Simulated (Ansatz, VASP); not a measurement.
SrCl2: VASP beside Ansatz

```xyz
3
Lattice="0.0000 3.6300 3.5723 3.6300 0.0000 3.5723 3.6300 3.6300 0.0000" Properties=species:S:1:pos:R:3 pbc="T T T"
Sr    0.0000    0.0000    0.0000
Cl    1.8150    1.8150    1.7862
Cl    5.4451    5.4451    5.3585
```

Alike in both runs: task single point; functional PBE; k mesh 6 × 6 × 6; occupations gaussian, width 0.05 eV; no spin polarisation.

|  | VASP | Ansatz |
| --- | --- | --- |
| version | VASP 6.6.1 | Ansatz 0.2.0 |
| potentials or method | VASP PAW PBE potentials, release 64 (Sr_sv, Cl), cutoff 520 eV | scalar-relativistic, plane waves, PAW |
| valence electrons in the cell | 24 | 24 |

VASP gave:

| Quantity | Value |
| --- | --- |
| gap on the k mesh at the Fermi level (eV) | 4.88 |
| least direct gap on the mesh (eV) | 5.17 |
| pressure (GPa) | -2.1 |
| traceless stress, the component that is largest in VASP (GPa) | 0.47 |

Q: What did Ansatz give for the same quantities?

A: gap on the k mesh at the Fermi level (eV): 4.89; least direct gap on the mesh (eV): 5.17; pressure (GPa): -2.1; traceless stress, the component that is largest in VASP (GPa): 0.48.

The functional is the same, so the differences come from potentials, cutoffs and numerics.
